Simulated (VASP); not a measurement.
Write the native input for VASP 6.6.1 that does the following.

```yaml
Task: density of states
Functional: PBEsol
Potentials_or_basis: VASP PAW PBE potentials, release 64 (Si, Ni)
Cutoff: 520 eV
k_mesh: 10 × 10 × 10
Occupations: gaussian, width 0.05 eV
Spin: collinear spin, zero start
Starting_moments: "[0.0, 0.0, 0.0, 0.0] μB"
Dipole_correction: no
k_mesh_for_the_DOS: 15 × 15 × 15
Occupations_for_the_DOS: tetrahedron
Further_INCAR_settings: ALGO = Normal; EDIFF = 1e-06; NBANDS = 29
```

The system is SiNi3.

```
Si Ni
1.0
     3.54200    0.00000    0.00000
     0.00000    3.54200    0.00000
     0.00000    0.00000    3.54200
Si Ni
1 3
Cartesian
  0.0000 0.0000 0.0000
  0.0000 1.7710 1.7710
  1.7710 0.0000 1.7710
  1.7710 1.7710 0.0000
```

One way to write it, as run:

POSCAR

```
SiNi3
1.0
    3.5420000000      0.0000000000      0.0000000000
    0.0000000000      3.5420000000      0.0000000000
    0.0000000000      0.0000000000      3.5420000000
Si Ni
1 3
Direct
    0.0000000000      0.0000000000      0.0000000000
    0.0000000000      0.5000000000      0.5000000000
    0.5000000000      0.0000000000      0.5000000000
    0.5000000000      0.5000000000      0.0000000000
```

INCAR.step1

```
SYSTEM = SiNi3
ALGO = Normal
EDIFF = 1E-6
ENCUT = 520
GGA = PS
ISIF = 2
ISMEAR = 0
ISPIN = 2
LASPH = .TRUE.
LCHARG = .TRUE.
LMAXMIX = 4
LREAL = .FALSE.
LWAVE = .FALSE.
MAGMOM = 0 0 0 0
NBANDS = 29
NELM = 150
PREC = Accurate
SIGMA = 0.05
```

KPOINTS.step1

```
k-points
0
G
  10 10 10
  0 0 0
```

INCAR.step2

```
SYSTEM = SiNi3
ALGO = Normal
EDIFF = 1E-6
ENCUT = 520
GGA = PS
ICHARG = 11
ISIF = 2
ISMEAR = -5
ISPIN = 2
LASPH = .TRUE.
LCHARG = .FALSE.
LMAXMIX = 4
LORBIT = 10
LREAL = .FALSE.
LWAVE = .FALSE.
MAGMOM = 0 0 0 0
NBANDS = 29
NEDOS = 2001
NELM = 150
PREC = Accurate
SIGMA = 0.05
```

KPOINTS.step2

```
k-points
0
G
  15 15 15
  0 0 0
```

Potentials or basis: VASP PAW PBE potentials, release 64 (Si, Ni).

Command:

```bash
$ cat potpaw_PBE.64/Si/POTCAR potpaw_PBE.64/Ni/POTCAR > POTCAR
$ cp INCAR.step1 INCAR
$ cp KPOINTS.step1 KPOINTS
$ mpirun -np 1 vasp_std > vasp.out
$ cp INCAR.step2 INCAR
$ cp KPOINTS.step2 KPOINTS
$ mpirun -np 1 vasp_std > vasp.out
```

Results of the run:

```yaml
Net_moment: 0.00 μB per cell
Valence_electrons_inside_the_program's_atomic_spheres: Si 1.53; Ni 9.41
```

Run time: 2 min on 1 thread of Intel(R) Xeon(R) 6975P-C (Granite Rapids), with other jobs on the host, peak memory 0.32 GiB.
